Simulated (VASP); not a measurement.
# FeO (Fm-3m) in VASP: a series of runs

The runs below take FeO through single point, with LDA+U.

Everything below comes from runs of VASP 6.6.1. Logs are shortened: lines on timing, memory, paths and dates and some standing lists are left out, and cuts for length are marked.

## 1. The cell of the first run

The structure is cubic, space group Fm-3m (No. 225). The conventional cell has a = 4.311 Å, b = 4.311 Å, c = 4.311 Å, α = 90.00°, β = 90.00°, γ = 90.00°. Fe (site symmetry m-3m) has 6 O at 2.16 Å within 2.9 Å. Within 2.9 Å of O (site symmetry m-3m) lie 6 Fe at 2.16 Å.

## 2. Single point, LDA+U, collinear spin, zero start

Input file INCAR:

```
ALGO = Normal
EDIFF = 1E-6
ENCUT = 520
ISIF = 2
ISMEAR = 0
ISPIN = 2
LASPH = True
LCHARG = False
LDAU = True
LDAUJ = 0.9 0
LDAUL = 2 -1
LDAUPRINT = 1
LDAUTYPE = 1
LDAUU = 5 0
LMAXMIX = 4
LORBIT = 11
LREAL = False
LWAVE = False
MAGMOM = 0 0
NBANDS = 18
NELM = 150
PREC = Accurate
SIGMA = 0.05
```

Input file KPOINTS:

```
k-points
0
Gamma
  8 8 8
```

Input file POSCAR:

```
FeO
1.0
    0.0000000000      2.1554001600      2.1554001600
    2.1554001600      0.0000000000      2.1554001600
    2.1554001600      2.1554001600      0.0000000000
Fe O
1 1
Direct
    0.0000000000      0.0000000000      0.0000000000
    0.5000000000      0.5000000000      0.5000000000
```

Potentials or basis: VASP PAW LDA potentials, release 64 (Fe, O).

The run is started by

```sh
$ cat potpaw_LDA.64/Fe/POTCAR potpaw_LDA.64/O/POTCAR > POTCAR
$ mpirun -np 1 vasp_std > vasp.out
```

OUTCAR:

```text
EDIFF = 1E-6
   ENCUT = 520
   ISIF = 2
   ISMEAR = 0
   ISPIN = 2
   LASPH = True
   LORBIT = 11
   LREAL = False
   NELM = 150
   PREC = Accurate

 ion  position               nearest neighbor table
   1  0.000  0.000  0.000-   2 2.16   2 2.16   2 2.16   2 2.16   2 2.16   2 2.16
   2  0.500  0.500  0.500-   1 2.16   1 2.16   1 2.16   1 2.16   1 2.16   1 2.16

  LATTYP: Found a face centered cubic cell.
 ALAT       =     4.3108003200

  Lattice vectors:

 A1 = (   0.0000000000,   2.1554001600,   2.1554001600)
 A2 = (   2.1554001600,   0.0000000000,   2.1554001600)
 A3 = (   2.1554001600,   2.1554001600,   0.0000000000)

Analysis of symmetry for initial positions (statically):
=====================================================================
 Subroutine PRICEL returns:
 Original cell was already a primitive cell.

 Routine SETGRP: Setting up the symmetry group for a
 face centered cubic supercell.

 Subroutine GETGRP returns: Found 48 space group operations
 (whereof 48 operations were pure point group operations)
 out of a pool of 48 trial point group operations.

The static configuration has the point symmetry O_h .

Analysis of symmetry for dynamics (positions and initial velocities):
=====================================================================
 Subroutine PRICEL returns:
 Original cell was already a primitive cell.

 Routine SETGRP: Setting up the symmetry group for a
 face centered cubic supercell.

 Subroutine GETGRP returns: Found 48 space group operations
 (whereof 48 operations were pure point group operations)
 out of a pool of 48 trial point group operations.

The dynamic configuration has the point symmetry O_h .

Analysis of structural, dynamic, and magnetic symmetry:
=====================================================================
 Subroutine PRICEL returns:
[... 176 lines left out ...]
  o =  0.1435  v =  0.0000  0.0000 -0.9999  0.0000  0.0103  0.0000  0.0000  0.0000  0.0000  0.0000      0.0000  0.0000  0.0000  0.0000  0.0000  0.0000  0.0000  0.0000  0.0000  0.0000
  o =  0.1435  v =  0.0000  0.0000  0.0000  0.0000  0.0000  0.0000 -0.0000  0.0048 -0.0000  1.0000      0.0000  0.0000  0.0000  0.0000  0.0000  0.0000  0.0000  0.0000  0.0000  0.0000
  o =  0.1435  v =  0.0000  0.0000  0.0000  0.0000  0.0000  0.0000 -0.0000 -1.0000 -0.0000  0.0048      0.0000  0.0000  0.0000  0.0000  0.0000  0.0000  0.0000  0.0000  0.0000  0.0000
  o =  0.9586  v =  0.0000  0.0000  0.0000  0.0000  0.0000  0.0000  0.9903 -0.0000  0.1389 -0.0000      0.0000  0.0000  0.0000  0.0000  0.0000  0.0000  0.0000  0.0000  0.0000  0.0000
  o =  0.9586  v =  0.0000  0.0000  0.0000  0.0000  0.0000  0.0000  0.1389  0.0000 -0.9903 -0.0000      0.0000  0.0000  0.0000  0.0000  0.0000  0.0000  0.0000  0.0000  0.0000  0.0000
  o =  0.9586  v =  0.0000  0.0000  0.0000  0.0000  0.0000  1.0000  0.0000  0.0000  0.0000  0.0000      0.0000  0.0000  0.0000  0.0000  0.0000  0.0000  0.0000  0.0000  0.0000  0.0000
  o =  0.9586  v =  0.0000  0.8208 -0.0000 -0.5712 -0.0000  0.0000  0.0000  0.0000  0.0000  0.0000      0.0000  0.0000  0.0000  0.0000  0.0000  0.0000  0.0000  0.0000  0.0000  0.0000
  o =  0.9586  v =  0.0000 -0.5712 -0.0000 -0.8208  0.0000  0.0000  0.0000  0.0000  0.0000  0.0000      0.0000  0.0000  0.0000  0.0000  0.0000  0.0000  0.0000  0.0000  0.0000  0.0000
  o =  0.9586  v =  1.0000  0.0000  0.0000  0.0000  0.0000  0.0000  0.0000  0.0000  0.0000  0.0000      0.0000  0.0000  0.0000  0.0000  0.0000  0.0000  0.0000  0.0000  0.0000  0.0000

 number of electron      13.9999998 magnetization       0.0000455

 Free energy of the ion-electron system (eV)
  ---------------------------------------------------
  ext. energy  EPLUGINS =         0.00000000
  ---------------------------------------------------
  free energy    TOTEN  =       -13.00464230 eV

  energy without entropy =      -13.00464230  energy(sigma->0) =      -13.00464230

 E-fermi :   3.8193     XC(G=0): -12.6431

 val. band max:        3.5939631705   @ k =   0.5000   0.0000   0.0000
 cond. band min:       5.3359046207   @ k =   0.0000   0.0000   0.0000
 fundamental gap:      1.7419414502
 Fermi energy:         3.8193327489

 spin component 1

 k-point     1 :       0.0000    0.0000    0.0000
  band No.  band energies     occupation
      1     -14.6883      1.00000
      2       1.8930      1.00000
      3       1.8930      1.00000
      4       1.8930      1.00000
      5       2.1252      1.00000
      6       2.1252      1.00000
[... 1001 lines left out ...]
     17      32.5418      0.00000
     18      34.0377      0.00000

 [... further k-points ...]

------------------------ aborting loop because EDIFF is reached ----------------------------------------

  FORCE on cell =-STRESS in cart. coord.  units (eV):
  Direction    XX          YY          ZZ          XY          YZ          ZX
  --------------------------------------------------------------------------------------
  -------------------------------------------------------------------------------------
  Total       -4.3628887     -4.3628887     -4.3628887      0.0000000      0.0000000      0.0000000
  in kB     -349.0366165   -349.0366165   -349.0366165      0.0000000      0.0000000      0.0000000
  external PRESSURE =    -349.0366165 kB  Pullay stress =       0.0000000 kB

 VOLUME and BASIS-vectors are now :
 -----------------------------------------------------------------------------
  energy-cutoff  :      520.00
  volume of cell :       20.03
      direct lattice vectors                 reciprocal lattice vectors
     0.000000000  2.155400160  2.155400160    -0.231975486  0.231975486  0.231975486
     2.155400160  0.000000000  2.155400160     0.231975486 -0.231975486  0.231975486
     2.155400160  2.155400160  0.000000000     0.231975486  0.231975486 -0.231975486

 POSITION                                       TOTAL-FORCE (eV/Angst)
 -----------------------------------------------------------------------------------
      0.00000      0.00000      0.00000        -0.000000     -0.000000     -0.000000
      2.15540      2.15540      2.15540         0.000000      0.000000      0.000000
 -----------------------------------------------------------------------------------
    total drift:                                0.000000     -0.000000     -0.000000

  FREE ENERGIE OF THE ION-ELECTRON SYSTEM (eV)
  ---------------------------------------------------
  free  energy   TOTEN  =       -13.0046422962 eV

  energy  without entropy=      -13.0046422962  energy(sigma->0) =      -13.00464230

 total charge

# of ion       s       p       d       tot
------------------------------------------
    1        0.269   0.333   6.300   6.902
    2        1.526   3.404   0.000   4.930
--------------------------------------------------
tot          1.795   3.737   6.300  11.832

 magnetization (x)

# of ion       s       p       d       tot
------------------------------------------
    1        0.000   0.000  -0.000  -0.000
    2        0.000   0.000   0.000   0.000
--------------------------------------------------
tot          0.000   0.000  -0.000   0.000
```

OSZICAR:

```text
N       E                     dE             d eps       ncg     rms          rms(c)
DAV:   1     0.650118816079E+02    0.65012E+02   -0.68658E+03  2248   0.949E+02
DAV:   2    -0.871931714880E+01   -0.73731E+02   -0.64588E+02  2116   0.201E+02
DAV:   3    -0.126016206837E+02   -0.38823E+01   -0.36652E+01  2418   0.474E+01
DAV:   4    -0.126333232416E+02   -0.31703E-01   -0.31649E-01  2504   0.409E+00
DAV:   5    -0.126335471772E+02   -0.22394E-03   -0.22392E-03  2542   0.369E-01    0.129E+01
DAV:   6    -0.133331276505E+02   -0.69958E+00   -0.17463E+01  2648   0.538E+01    0.161E+01
DAV:   7    -0.118183934706E+02    0.15147E+01   -0.11897E+01  2678   0.460E+01    0.586E+00
DAV:   8    -0.126182589323E+02   -0.79987E+00   -0.33866E-01  2480   0.604E+00    0.306E+00
DAV:   9    -0.129872352031E+02   -0.36898E+00   -0.14756E-01  2498   0.546E+00    0.671E-01
DAV:  10    -0.129984436933E+02   -0.11208E-01   -0.19248E-02  2450   0.106E+00    0.448E-01
DAV:  11    -0.130046012812E+02   -0.61576E-02   -0.26462E-03  2350   0.960E-01    0.102E-01
DAV:  12    -0.130045671277E+02    0.34154E-04   -0.71897E-04  2968   0.278E-01    0.417E-02
DAV:  13    -0.130046325594E+02   -0.65432E-04   -0.55988E-05  2328   0.678E-02    0.171E-02
DAV:  14    -0.130046419635E+02   -0.94042E-05   -0.52538E-06  2700   0.265E-02    0.667E-03
DAV:  15    -0.130046422962E+02   -0.33262E-06   -0.12925E-06  2136   0.139E-02
   1 F= -.13004642E+02 E0= -.13004642E+02  d E =-.327686E-12  mag=     0.0000
```

Run time: 7.4 s. Hardware: 1 thread of Intel Xeon 6975P-C (Granite Rapids), shared host; peak memory 0.14 GiB.

Results:

- Free energy: -13.0046 eV
- Pressure: -34.9 GPa
- Band gap on the k mesh: 1.74 eV, indirect (least direct gap 2.18 eV)
- Net moment: 0.00 μB per cell
- Valence electrons inside the program's atomic spheres: Fe 6.90; O 4.93

Levels at points of the mesh, in eV from the valence-band top:
Spin up:
```tsv
k point	band 4	band 5	band 6	band 7	band 8	band 9	band 10	band 11
(0.00, 0.00, 0.00)	-1.70	-1.47	-1.47	-1.47	1.74	1.74	2.77	17.86
(0.50, 0.00, 0.00)	-3.58	-0.38	-0.38	0.00	4.13	4.13	6.62	10.89
(0.50, 0.50, 0.00)	-2.81	-2.48	-0.26	-0.26	2.22	2.62	8.13	11.07
```
Spin down:
```csv
k point,band 3,band 4,band 5,band 6,band 7,band 8,band 9,band 10,band 11,band 12
"(0.00, 0.00, 0.00)",-1.70,-1.70,-1.47,-1.47,-1.47,1.74,1.74,2.77,17.86,18.47
"(0.50, 0.00, 0.00)",-3.58,-3.58,-0.38,-0.38,0.00,4.13,4.13,6.62,10.89,15.13
"(0.50, 0.50, 0.00)",-2.81,-2.81,-2.48,-0.26,-0.26,2.22,2.62,8.13,11.07,12.67
```

Eigenvalues of the final occupation matrices:
```tsv
site	spin	trace	eigenvalues
site 1 d	1	3.16	0.14 0.14 0.96 0.96 0.96
site 1 d	2	3.16	0.14 0.14 0.96 0.96 0.96
```

A k mesh can miss the band edges.

## 3. Single point, LDA+U, collinear spin, ferromagnetic start

Input file INCAR:

```
ALGO = Normal
EDIFF = 1E-7
ENCUT = 520
GGA = CA
ISIF = 2
ISMEAR = 0
ISPIN = 2
LASPH = True
LCHARG = True
LDAU = True
LDAUJ = 0.9 0
LDAUL = 2 -1
LDAUPRINT = 1
LDAUTYPE = 1
LDAUU = 5 0
LELF = True
LMAXMIX = 4
LORBIT = 11
LREAL = False
LVHAR = True
LWAVE = False
MAGMOM = 3.81 0.25
NBANDS = 18
NELM = 150
PREC = Accurate
SIGMA = 0.05
```

KPOINTS is that of step 2.

POSCAR is that of step 2.

Potentials or basis: VASP PAW LDA potentials, release 64 (Fe, O).

The run is started by

```sh
$ cat potpaw_LDA.64/Fe/POTCAR potpaw_LDA.64/O/POTCAR > POTCAR
$ mpirun -np 1 vasp_std > vasp.out
```

Wall time 7.7 s (1 thread of Intel Xeon 6975P-C (Granite Rapids), shared host); peak memory 0.14 GiB.

Results (log left out):

| Quantity | Value |
| --- | --- |
| Free energy | -14.3590 eV |
| Pressure | -15.7 GPa |
| Band gap on the k mesh | zero (filled and empty bands overlap) |
| Net moment | 4.00 μB per cell |
| Site moments | Fe +3.79; O +0.21 μB |
| Valence electrons inside the program's atomic spheres | Fe 6.77; O 4.97 |

Levels at points of the mesh, in eV from the Fermi level:
Spin up:
| k point | band 7 | band 8 | band 9 | band 10 | band 11 | band 12 |
| --- | --- | --- | --- | --- | --- | --- |
| (0.00, 0.00, 0.00) | -3.94 | -3.94 | -3.94 | -0.15 | 14.98 | 15.20 |
| (0.50, 0.00, 0.00) | -4.32 | -1.64 | -1.64 | 3.68 | 8.05 | 12.00 |
| (0.50, 0.50, 0.00) | -5.15 | -5.08 | -5.08 | 4.78 | 8.41 | 9.20 |
Spin down:
| k point | band 2 | band 3 | band 4 | band 5 | band 6 | band 7 | band 8 | band 9 |
| --- | --- | --- | --- | --- | --- | --- | --- | --- |
| (0.00, 0.00, 0.00) | -3.50 | -3.50 | -3.50 | -0.77 | -0.77 | -0.77 | 0.55 | 0.96 |
| (0.50, 0.00, 0.00) | -8.29 | -5.11 | -5.11 | 0.40 | 0.40 | 0.55 | 3.34 | 3.34 |
| (0.50, 0.50, 0.00) | -7.17 | -4.69 | -4.69 | -2.17 | 0.74 | 0.74 | 1.53 | 1.89 |

Eigenvalues of the final occupation matrices:
| site | spin | trace | eigenvalues |
| --- | --- | --- | --- |
| site 1 d | 1 | 4.93 | 0.97 0.97 0.97 1.02 1.02 |
| site 1 d | 2 | 1.19 | 0.12 0.12 0.32 0.32 0.32 |

Caveat: a cell with one magnetic atom can't hold antiferromagnetic order, which such compounds often take. The state reached can hang on the start; a lower one may exist.
